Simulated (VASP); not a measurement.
A run of VASP 6.6.1 is set up as follows.

Contents of INCAR:

```
ALGO = Normal
EDIFF = 1E-6
ENCUT = 520
GGA = PS
ISIF = 2
ISMEAR = 0
LASPH = True
LCHARG = False
LREAL = False
LWAVE = False
NBANDS = 20
NELM = 80
PREC = Accurate
SIGMA = 0.05
```

KPOINTS

```
k-points
0
Gamma
  8 8 8
```

The input POSCAR:

```
CdF2
1.0
    0.0000000000      2.6912946425      2.8013685933
    2.6912946425      0.0000000000      2.8013685933
    2.6912946425      2.6912946425      0.0000000000
Cd F
1 2
Direct
    0.0000000000      0.0000000000      0.0000000000
    0.2500000000      0.2500000000      0.2500000000
    0.7500000000      0.7500000000      0.7500000000
```

Potentials or basis: VASP PAW PBE potentials, release 64 (Cd, F).

Run with:

```sh
$ cat potpaw_PBE.64/Cd/POTCAR potpaw_PBE.64/F/POTCAR > POTCAR
$ mpirun -np 1 vasp_std > vasp.out
```

(1) Predict the pressure.

(2) Estimate the band gap on the k mesh.

## Answers

(1) -3.3 GPa.

(2) 2.72 eV, indirect (least direct gap 3.23 eV).

Caveat: the PAW data sets were made with another functional, which shifts forces and pressure a little.
